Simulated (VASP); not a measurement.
Input of a VASP 6.6.1 run:

The input INCAR:

```
PREC     = Accurate       # precision mode
ENCUT    = 600            # plane-wave cutoff, eV
EDIFF    = 1E-6           # SCF threshold, eV
ISMEAR   = -4             # smearing method
SIGMA    = 0.02           # smearing width, eV
LREAL    = False          # projectors in reciprocal space
LASPH    = True           # aspherical terms in the spheres
NELM     = 120            # most SCF steps
ALGO     = Normal         # electronic algorithm
ISIF     = 2              # what is computed and relaxed
LWAVE    = False          # write WAVECAR
LCHARG   = False          # write CHGCAR
GGA      = PE             # functional
IVDW     = 12             # dispersion correction
NBANDS   = 16             # bands
GGA_COMPAT= False
```

File KPOINTS:

```
Automatic mesh
0
Gamma
  12 12 6
```

File POSCAR:

```
C
1.0
    2.5114637647      0.0000000000      0.0000000000
   -1.2557318824      2.1749914209      0.0000000000
    0.0000000000      0.0000000000      4.1800402476
C
4
Direct
    0.3333333333      0.6666666667      0.0627248262
    0.6666666667      0.3333333333      0.5627248262
    0.6666666667      0.3333333333      0.9372751738
    0.3333333333      0.6666666667      0.4372751738
```

Potentials or basis: VASP PAW PBE potentials, release 64 (C).

Run with:

```sh
$ cat potpaw_PBE.64/C/POTCAR > POTCAR
$ mpirun -np 1 vasp_std > vasp.out
```

Problem. What does it give for the largest force?

Solution. 0.004 eV/Å.

Problem. Predict the dispersion energy per atom.

Solution. -0.190 eV.

Problem. What does it give for the pressure?

Solution. -5.3 GPa.

Forces on the atoms (eV/Å):
```
C    0.000  0.000  0.004
C    0.000  0.000  0.004
C    0.000  0.000 -0.004
C    0.000  0.000 -0.004
```

Caveat: three body term missing; the cell stands under tension.
